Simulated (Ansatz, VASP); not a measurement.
One calculation of Cu2Au, two programs

File INCAR:

```
SYSTEM = Cu2Au
ALGO     = Fast           ! electronic algorithm
EDIFF    = 1E-7           ! SCF threshold, eV
ENCUT    = 520            ! plane-wave cutoff, eV
GGA      = PE             ! functional
ISIF     = 2              ! what is computed and relaxed
ISMEAR   = 0              ! smearing method
LASPH    = .TRUE.         ! aspherical terms in the spheres
LCHARG   = .TRUE.         ! write CHGCAR
LELF     = .TRUE.         ! ELF
LREAL    = .FALSE.        ! projectors in reciprocal space
LVHAR    = .TRUE.       
LWAVE    = .FALSE.        ! write WAVECAR
NBANDS   = 42             ! bands
NELM     = 80             ! most SCF steps
PREC     = Accurate       ! precision mode
SIGMA    = 0.1            ! smearing width, eV
```

Contents of KPOINTS:

```
k-points
0
G
  4 4 4
  0 0 0
```

The input POSCAR:

```
Cu2Au
1.0
    0.0000000000      3.5398721666      3.5398721666
    3.5398721666      0.0000000000      3.5398721666
    3.5398721666      3.5398721666      0.0000000000
Cu Au
4 2
Direct
    0.6250000000      0.6250000000      0.6250000000
    0.1250000000      0.6250000000      0.6250000000
    0.6250000000      0.6250000000      0.1250000000
    0.6250000000      0.1250000000      0.6250000000
    0.0000000000      0.0000000000      0.0000000000
    0.2500000000      0.2500000000      0.2500000000
```

Input for Ansatz:

```yaml
crystal:
  lattice:
    - [0.0, 3.5398721666, 3.5398721666]
    - [3.5398721666, 0.0, 3.5398721666]
    - [3.5398721666, 3.5398721666, 0.0]
  atoms:
    - { symbol: Cu, position: [0.625, 0.625, 0.625] }
    - { symbol: Cu, position: [0.125, 0.625, 0.625] }
    - { symbol: Cu, position: [0.625, 0.625, 0.125] }
    - { symbol: Cu, position: [0.625, 0.125, 0.625] }
    - { symbol: Au, position: [0.0, 0.0, 0.0] }
    - { symbol: Au, position: [0.25, 0.25, 0.25] }
basis:
  ecutwfc: 420
kpoints:
  mp_grid: { grid: [4, 4, 4] }
hamiltonian:
  xc: pbe
scf:
  occupations: { method: gaussian, width: 0.1 }
  lower_state_search: "off"
output:
  forces: true
  stress: true
  eigenvalues: true
```

Alike in both runs: task single point; functional PBE; k mesh 4 × 4 × 4; occupations gaussian, width 0.1 eV; no spin polarisation.

|  | VASP | Ansatz |
| --- | --- | --- |
| version | VASP 6.6.1 | Ansatz 0.2.0 |
| potentials or method | VASP PAW PBE potentials, release 64 (Cu, Au), cutoff 520 eV | scalar-relativistic, plane waves, PAW |
| valence electrons in the cell | 66 | 114 |

|  | VASP | Ansatz | Ansatz less VASP |
| --- | --- | --- | --- |
| gap on the k mesh at the Fermi level (eV) | none | none | - |
| pressure (GPa) | -6.8 | -7.0 | -0.21 |

A gap of «none» marks a metal or a gap that the smearing closes. The functional is the same, so the differences come from potentials, cutoffs and numerics. VASP's potentials hold 66 valence electrons a cell and Ansatz's 114, so a difference there can come from the potentials and not from the codes.

The k mesh is coarse, so the values compare programs but aren't converged. Neither program's run includes spin-orbit coupling.
